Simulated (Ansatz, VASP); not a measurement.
## Ga4As4N: VASP beside Ansatz

File INCAR:

```
SYSTEM = Ga4As4N
ALGO = Normal
DIPOL = 0.5 0.5 0.299
EDIFF = 1E-7
ENCUT = 520
GGA = PE
IDIPOL = 3
ISIF = 2
ISMEAR = 0
IVDW = 12
LASPH = .TRUE.
LCHARG = .FALSE.
LDIPOL = .TRUE.
LREAL = Auto
LWAVE = .FALSE.
NBANDS = 92
NELM = 80
PREC = Accurate
SIGMA = 0.05
```

KPOINTS

```
k-points
0
G
  6 6 1
  0 0 0
```

POSCAR

```
Ga4As4N
1.0
    8.0267120225      0.0000000000      0.0000000000
   -4.0133560112      6.9513365203      0.0000000000
    0.0000000000      0.0000000000     22.6407100769
As Ga N
8 8 2
Direct
    0.0000000000      0.0000000000      0.1766729041
    0.0000000000      0.5000000000      0.1766729041
    0.5000000000      0.0000000000      0.1766729041
    0.5000000000      0.5000000000      0.1766729041
    0.1666666667      0.3333333333      0.3302634061
    0.1666666667      0.8333333333      0.3302634061
    0.6666666667      0.3333333333      0.3302634061
    0.6666666667      0.8333333333      0.3302634061
    0.1666666667      0.3333333333      0.2128565248
    0.1666666667      0.8333333333      0.2128565248
    0.6666666667      0.3333333333      0.2128565248
    0.6666666667      0.8333333333      0.2128565248
    0.3333333333      0.1666666667      0.3595607227
    0.3333333333      0.6666666667      0.3595607227
    0.8333333333      0.1666666667      0.3595607227
    0.8333333333      0.6666666667      0.3595607227
    0.3333333333      0.1666666667      0.5097326911
    0.3333333333      0.1666666667      0.5583177398
```

Input for Ansatz:

```yaml
crystal:
  lattice:
    - [8.0267120225, 0.0, 0.0]
    - [-4.0133560112, 6.9513365203, 0.0]
    - [0.0, 0.0, 22.6407100769]
  atoms:
    - { symbol: As, position: [0.0, 0.0, 0.1766729041] }
    - { symbol: As, position: [0.0, 0.5, 0.1766729041] }
    - { symbol: As, position: [0.5, 0.0, 0.1766729041] }
    - { symbol: As, position: [0.5, 0.5, 0.1766729041] }
    - { symbol: Ga, position: [0.1666666667, 0.3333333333, 0.2128565248] }
    - { symbol: Ga, position: [0.1666666667, 0.8333333333, 0.2128565248] }
    - { symbol: Ga, position: [0.6666666667, 0.3333333333, 0.2128565248] }
    - { symbol: Ga, position: [0.6666666667, 0.8333333333, 0.2128565248] }
    - { symbol: As, position: [0.1666666667, 0.3333333333, 0.3302634061] }
    - { symbol: As, position: [0.1666666667, 0.8333333333, 0.3302634061] }
    - { symbol: As, position: [0.6666666667, 0.3333333333, 0.3302634061] }
    - { symbol: As, position: [0.6666666667, 0.8333333333, 0.3302634061] }
    - { symbol: Ga, position: [0.3333333333, 0.1666666667, 0.3595607227] }
    - { symbol: Ga, position: [0.3333333333, 0.6666666667, 0.3595607227] }
    - { symbol: Ga, position: [0.8333333333, 0.1666666667, 0.3595607227] }
    - { symbol: Ga, position: [0.8333333333, 0.6666666667, 0.3595607227] }
    - { symbol: "N", position: [0.3333333333, 0.1666666667, 0.5097326911] }
    - { symbol: "N", position: [0.3333333333, 0.1666666667, 0.5583177398] }
basis:
  ecutwfc: 420
kpoints:
  mp_grid: { grid: [6, 6, 1] }
hamiltonian:
  xc: pbe
  dispersion: d3bj
scf:
  occupations: { method: gaussian, width: 0.05 }
output:
  forces: true
  eigenvalues: true
efield:
  axis: 3
  dipole_correction: true
  ramp_width: 0.04
```

Alike in both runs: task single point; functional PBE; dispersion D3(BJ); k mesh 6 × 6 × 1; occupations gaussian, width 0.05 eV; no spin polarisation.

|  | VASP | Ansatz |
| --- | --- | --- |
| version | VASP 6.6.1 | Ansatz 0.2.0 |
| potentials or method | VASP PAW PBE potentials, release 64 (As, Ga_d, N), cutoff 520 eV | scalar-relativistic, plane waves, PAW |
| valence electrons in the cell | 154 | 234 |

|  | VASP | Ansatz | Ansatz less VASP |
| --- | --- | --- | --- |
| gap on the k mesh at the Fermi level (eV) | 0.05 | 0.05 | +0.001 |
| least direct gap on the mesh (eV) | 0.05 | 0.05 | +0.001 |
| rms of the force components (eV/Å) | 0.443 | 0.199 | -0.2440 |

One of these differences is far larger than is usual between the two programs; its cause wasn't traced. VASP's potentials hold 154 valence electrons a cell and Ansatz's 234, so a difference there can come from the potentials and not from the codes.

Noted on VASP's run: the standard files for N, O and F lose accuracy on very short bonds.
